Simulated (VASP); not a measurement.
# MgS: single point with PBE

Crystal: MgS.

```xyz
2
Lattice="0.0000 2.4621 2.6015 2.4621 0.0000 2.6015 2.4621 2.4621 0.0000" Properties=species:S:1:pos:R:3 pbc="T T T"
Mg    0.0000    0.0000    0.0000
S     2.4621    2.4621    2.6015
```

This cell differs from its parent crystal: biaxial xy strain -5.4%.

- Program: VASP 6.6.1
- Task: single point
- Functional: PBE
- Potentials or basis: VASP PAW PBE potentials, release 64 (Mg, S)
- Cutoff: 520 eV
- k mesh: 8 × 8 × 8
- Occupations: fermi-dirac, width 0.02 eV
- Spin: no spin polarisation
- Dipole correction: no
- Further INCAR settings: ALGO = Normal; EDIFF = 1e-06; NBANDS = 11

The pressure is 12.3 GPa and the band gap on the k mesh is 2.79 eV, indirect (least direct gap 4.50 eV).

Stress tensor (GPa, compression positive):
```
15.49  0.00  0.00
 0.00 15.49  0.00
 0.00  0.00  5.96
```

Levels at points of the mesh, in eV from the valence-band top:
| k point | band 2 | band 3 | band 4 | band 5 | band 6 | band 7 |
| --- | --- | --- | --- | --- | --- | --- |
| (0.00, 0.00, 0.00) | -0.20 | -0.20 | 0.00 | 4.50 | 7.34 | 7.95 |
| (0.50, 0.00, 0.00) | -5.58 | -0.97 | -0.76 | 4.51 | 6.67 | 7.23 |
| (0.50, 0.50, 0.00) | -4.99 | -1.88 | -1.88 | 3.16 | 4.03 | 12.62 |
| (0.50, 0.00, 0.50) | -4.90 | -2.41 | -1.92 | 2.79 | 3.84 | 12.99 |

Wall time 9.2 s on 1 thread of Intel(R) Xeon(R) 6975P-C (Granite Rapids), on a shared host, peak memory 0.17 GiB.

Caveat: the cell differs from its parent crystal (biaxial xy strain -5.4%). A k mesh can miss the band edges.
